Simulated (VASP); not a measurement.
# TiAl (P1) in VASP: a series of runs

The runs below take TiAl through single point, with LDA.

Everything below comes from runs of VASP 6.6.1. Logs are shortened: lines on timing, memory, paths and dates and some standing lists are left out, and cuts for length are marked.

### 1 The cell of the first run

The typed cell holds 2 atoms: a = 3.018 Å, b = 3.018 Å, c = 3.018 Å, α = 90.00°, β = 90.00°, γ = 90.00°.

### 2 Single point, LDA

Contents of INCAR:

```
  PREC = Accurate
  ENCUT = 520
  EDIFF = 1E-7
  ISMEAR = -1
  SIGMA = 0.01
  LREAL = False
  LASPH = True
  NELM = 80
  ALGO = Normal
  ISIF = 2
  LWAVE = False
  LCHARG = False
  GGA = CA
  NBANDS = 14
```

Contents of KPOINTS:

```
regular mesh
0
Gamma
  7 7 7
```

Contents of POSCAR:

```
TiAl
1.0
    3.0180000000      0.0000000000      0.0000000000
    0.0000000000      3.0180000000      0.0000000000
    0.0000000000      0.0000000000      3.0180000000
Ti Al
1 1
Direct
    0.5351100000      0.5297500000      0.5440930948
    0.9777300000      0.0191900000      0.9644800000
```

Potentials or basis: VASP PAW LDA potentials, release 64 (Ti_sv, Al).

On the command line:

```sh
$ cat potpaw_LDA.64/Ti_sv/POTCAR potpaw_LDA.64/Al/POTCAR > POTCAR
$ mpirun -np 1 vasp_std > vasp.out
```

OUTCAR:

```text
PREC = Accurate
   ENCUT = 520
   EDIFF = 1E-7
   ISMEAR = -1
   LREAL = False
   LASPH = True
   NELM = 80
   ISIF = 2
   GGA = CA

 ion  position               nearest neighbor table
   1  0.535  0.530  0.544-   2 2.36   2 2.40   2 2.57   2 2.61   2 2.65   2 2.69   2 2.84   2 2.87

   2  0.978  0.019  0.964-   1 2.36   1 2.40   1 2.57   1 2.61   1 2.65   1 2.69   1 2.84   1 2.87

  LATTYP: Found a simple cubic cell.
 ALAT       =     3.0180000000

  Lattice vectors:

 A1 = (   3.0180000000,   0.0000000000,   0.0000000000)
 A2 = (   0.0000000000,   3.0180000000,   0.0000000000)
 A3 = (   0.0000000000,   0.0000000000,   3.0180000000)

Analysis of symmetry for initial positions (statically):
=====================================================================
 Subroutine PRICEL returns:
 Original cell was already a primitive cell.

 Routine SETGRP: Setting up the symmetry group for a
 simple cubic supercell.

 Subroutine GETGRP returns: Found  1 space group operations
 (whereof  1 operations were pure point group operations)
 out of a pool of 48 trial point group operations.

The static configuration has the point symmetry C_1 .

Analysis of symmetry for dynamics (positions and initial velocities):
=====================================================================
 Subroutine PRICEL returns:
 Original cell was already a primitive cell.

 Routine SETGRP: Setting up the symmetry group for a
 simple cubic supercell.

 Subroutine GETGRP returns: Found  1 space group operations
 (whereof  1 operations were pure point group operations)
 out of a pool of 48 trial point group operations.

The dynamic configuration has the point symmetry C_1 .

 Subroutine INISYM returns: Found  1 space group operations
 (whereof  1 operations are pure point group operations),
 and found     1 'primitive' translations

----------------------------------------------------------------------------------------

                                     Primitive cell

  volume of cell :      27.4889

  direct lattice vectors                    reciprocal lattice vectors
     3.018000000  0.000000000  0.000000000     0.331345262  0.000000000  0.000000000
     0.000000000  3.018000000  0.000000000     0.000000000  0.331345262  0.000000000
     0.000000000  0.000000000  3.018000000     0.000000000  0.000000000  0.331345262

  length of vectors
     3.018000000  3.018000000  3.018000000     0.331345262  0.331345262  0.331345262

  position of ions in fractional coordinates (direct lattice)
     0.535110000  0.529750000  0.544093095
     0.977730000  0.019190000  0.964480000

  ion indices of the primitive-cell ions
   primitive index   ion index
                 1           1
                 2           2

----------------------------------------------------------------------------------------

 KPOINTS: regular mesh

Automatic generation of k-mesh.
 Grid dimensions read from file:
 generate k-points for:    7    7    7

 Generating k-lattice:

  Cartesian coordinates                     Fractional coordinates (reciprocal lattice)
     0.047335037  0.000000000  0.000000000     0.142857143  0.000000000  0.000000000
     0.000000000  0.047335037  0.000000000     0.000000000  0.142857143  0.000000000
     0.000000000  0.000000000  0.047335037     0.000000000  0.000000000  0.142857143

  Length of vectors
     0.047335037  0.047335037  0.047335037

  Shift w.r.t. Gamma in fractional coordinates (k-lattice)
     0.000000000  0.000000000  0.000000000

 Subroutine IBZKPT returns following result:
 ===========================================

 Found    172 irreducible k-points:

 Following reciprocal coordinates:
            Coordinates               Weight
  0.000000  0.000000  0.000000      1.000000
  0.142857  0.000000  0.000000      2.000000
  0.000000  0.142857  0.000000      2.000000
  0.000000  0.000000  0.142857      2.000000
  0.285714  0.000000  0.000000      2.000000
  0.000000  0.285714  0.000000      2.000000
[... 16 lines left out ...]
  0.000000 -0.285714  0.142857      2.000000
 -0.142857  0.000000  0.285714      2.000000
 [... further k-points ...]
   k-points           NKPTS =    172   k-points in BZ     NKDIM =    172   number of bands    NBANDS=     14
   number of dos      NEDOS =    301   number of ions     NIONS =      2
   total plane-waves  NPLWV =  13824
   dimension x,y,z NGX =    24 NGY =   24 NGZ =   24
   dimension x,y,z NGXF=    48 NGYF=   48 NGZF=   48
   ions per type =               1   1
   NGX,Y,Z   is equivalent  to a cutoff of  13.22, 13.22, 13.22 a.u.
   NGXF,Y,Z  is equivalent  to a cutoff of  26.44, 26.44, 26.44 a.u.
 SYSTEM =  unknown system
   PREC   = accura    normal or accurate (medium, high low for compatibility)
   ISTART =      0    job   : 0-new  1-cont  2-samecut
   ICHARG =      2    charge: 1-file 2-atom 10-const
   ISPIN  =      1    spin polarized calculation?
   LNONCOLLINEAR =      F non collinear calculations
   LSORBIT =      F    spin-orbit coupling
   LASPH  =      T    aspherical Exc in radial PAW
   ENCUT  =  520.0 eV  38.22 Ry    6.18 a.u.   5.61  5.61  5.61*2*pi/ulx,y,z
   NELM   =     80;   NELMIN=  2; NELMDL= -5     # of ELM steps
   EDIFF  = 0.1E-06   stopping-criterion for ELM
   LREAL  =      F    real-space projection
   EDIFFG = 0.1E-05   stopping-criterion for IOM
   NSW    =      0    number of steps for IOM
   IBRION =     -1    ionic relax: 0-MD 1-quasi-New 2-CG
   NFREE  =      0    steps in history (QN), initial steepest desc. (CG)
   ISIF   =      2    stress and relaxation
   ISYM   =      2    0-nonsym 1-usesym 2-fastsym
   POTIM  = 0.5000    time-step for ionic-motion
   TEBEG  =    0.0;   TEEND  =   0.0 temperature during run
   PSTRESS=    0.0 pullay stress
   NELECT =      15.0000    total number of electrons
   NUPDOWN=      -1.0000    fix difference up-down
   EMIN   =  10.00;   EMAX   =-10.00  energy-range for DOS
   EFERMI =   0.00;   METHOD = LEGACY
   ISMEAR =    -1;   SIGMA  =   0.01  broadening in eV -4-tet -1-fermi 0-gaus
   EFERMI_NEDOS =   21; number of points for ismear=-14 and -15
   IALGO  =     38    algorithm
   IMIX   =      4    mixing-type and parameters
     AMIX     =   0.40;   BMIX     =  1.00
     AMIX_MAG =   1.60;   BMIX_MAG =  1.00
  volume/ion in A,a.u.               =      13.74        92.75
  Fermi-wavevector in a.u.,A,eV,Ry     =   1.337784  2.528045 24.349887  1.789666
  Thomas-Fermi vector in A             =   2.466306
   LORBIT       =      0    0 simple, 1 ext, 2 COOP (PROOUT), +10 PAW based schemes
   GGA     = CA    functional components
   LHFCALC =     F    Hartree Fock is set to
   AEXX    =    0.0000 exact exchange contribution
   IVDW    =     0    specifies the selected vdW correction
   LEPSILON=     F    determine dielectric tensor
   LRPA    =     F    only Hartree local field effects (RPA)
 non-spin polarized calculation
  energy-cutoff  :      520.00
  volume of cell :       27.49
 maximum number of plane-waves:       747
   NGX = 11   NGY = 11   NGZ = 11

 number of electron      15.0000000 magnetization

 Free energy of the ion-electron system (eV)
  ---------------------------------------------------
  ext. energy  EPLUGINS =         0.00000000
  ---------------------------------------------------
  free energy    TOTEN  =       -12.74174738 eV

  energy without entropy =      -12.74145423  energy(sigma->0) =      -12.74160081

 E-fermi :  10.2014     XC(G=0): -11.9893

 val. band max:       10.1859773540   @ k =  -0.2857  -0.2857   0.2857
 cond. band min:      10.2115815432   @ k =   0.2857   0.0000   0.2857
 fundamental gap:      0.0256041892
 Fermi energy:        10.2014360537

 k-point     1 :       0.0000    0.0000    0.0000
  band No.  band energies     occupation
      1     -45.6303      2.00000
      2     -22.2237      2.00000
      3     -22.2118      2.00000
      4     -22.1701      2.00000
      5       0.4344      2.00000
      6       8.3168      2.00000
      7       8.3637      2.00000
      8      12.1683      0.00000
      9      12.3430      0.00000
     10      12.4034      0.00000
     11      15.5683      0.00000
     12      15.6408      0.00000
     13      15.8348      0.00000
     14      20.1505      0.00000

 k-point     2 :       0.1429    0.0000    0.0000
  band No.  band energies     occupation
      1     -45.6243      2.00000
      2     -22.2665      2.00000
      3     -22.2142      2.00000
      4     -22.1747      2.00000
      5       0.8048      2.00000
      6       8.2076      2.00000
      7       8.5078      2.00000
      8      11.6939      0.00000
      9      11.8358      0.00000
     10      12.3837      0.00000
     11      14.4381      0.00000
     12      16.4210      0.00000
     13      16.6134      0.00000
     14      19.5956      0.00000

 k-point     3 :       0.0000    0.1429    0.0000
  band No.  band energies     occupation
      1     -45.6242      2.00000
      2     -22.2813      2.00000
      3     -22.2100      2.00000
      4     -22.1647      2.00000
      5       0.8068      2.00000
      6       8.1987      2.00000
      7       8.5291      2.00000
      8      11.6762      0.00000
      9      11.8333      0.00000
     10      12.4023      0.00000
     11      14.3725      0.00000
     12      16.3973      0.00000
     13      16.7452      0.00000
     14      19.5404      0.00000
[... 324 lines left out ...]
 k-point    23 :       0.0000   -0.2857    0.1429
  band No.  band energies     occupation
      1     -45.6048      2.00000
      2     -22.4084      2.00000
      3     -22.2343      2.00000
      4     -22.1689      2.00000
      5       2.1863      2.00000
      6       7.4998      2.00000
      7       8.8656      2.00000
      8      10.5008      0.00000
      9      10.9796      0.00000
     10      12.1067      0.00000
     11      13.8338      0.00000
     12      16.4999      0.00000
     13      18.6310      0.00000
     14      19.1595      0.00000

 k-point    24 :      -0.1429    0.0000    0.2857
  band No.  band energies     occupation
      1     -45.6051      2.00000
      2     -22.3735      2.00000
      3     -22.2386      2.00000
      4     -22.1968      2.00000
      5       2.1746      2.00000
      6       7.4844      2.00000
      7       8.8143      2.00000
      8      10.5994      0.00000
      9      11.0103      0.00000
     10      12.0006      0.00000
     11      13.8944      0.00000
     12      16.5180      0.00000
     13      18.5922      0.00000
     14      19.1042      0.00000

 [... further k-points ...]
[... 5 lines left out ...]
  --------------------------------------------------------------------------------------
  -------------------------------------------------------------------------------------
  Total        3.5971538      4.0521839      3.2661445      0.1353627      0.1771165      0.8967766
  in kB      209.6582168    236.1794062    190.3655125      7.8895418     10.3231407     52.2681514
  external PRESSURE =     212.0677118 kB  Pullay stress =       0.0000000 kB

 VOLUME and BASIS-vectors are now :
 -----------------------------------------------------------------------------
  energy-cutoff  :      520.00
  volume of cell :       27.49
      direct lattice vectors                 reciprocal lattice vectors
     3.018000000  0.000000000  0.000000000     0.331345262  0.000000000  0.000000000
     0.000000000  3.018000000  0.000000000     0.000000000  0.331345262  0.000000000
     0.000000000  0.000000000  3.018000000     0.000000000  0.000000000  0.331345262

 POSITION                                       TOTAL-FORCE (eV/Angst)
 -----------------------------------------------------------------------------------
      1.61496      1.59879      1.64207        -1.805403     -0.352460     -2.381812
      2.95079      0.05792      2.91080         1.805403      0.352460      2.381812
 -----------------------------------------------------------------------------------
    total drift:                                0.000384      0.000039      0.000507

  FREE ENERGIE OF THE ION-ELECTRON SYSTEM (eV)
  ---------------------------------------------------
  free  energy   TOTEN  =       -12.7417473833 eV

  energy  without entropy=      -12.7414542271  energy(sigma->0) =      -12.74160081
```

Run time: 44 s. Hardware: 1 thread of AMD EPYC 7R43 (Zen 3), shared host; peak memory 0.14 GiB.

What came out:

| Quantity | Value |
| --- | --- |
| Free energy | -12.7417 eV |
| Pressure | 21.2 GPa |
| Largest force | 3.009 eV/Å |

Forces on the atoms (eV/Å):
```
Ti  -1.805 -0.352 -2.382
Al   1.805  0.352  2.382
```

Stress tensor (GPa, compression positive):
```
20.97  0.79  5.23
 0.79 23.62  1.03
 5.23  1.03 19.04
```

Caveat: forces of over 1 eV/Å act on the atoms, so gaps and moduli don't describe the material at rest.

[end of part 1 of 2]
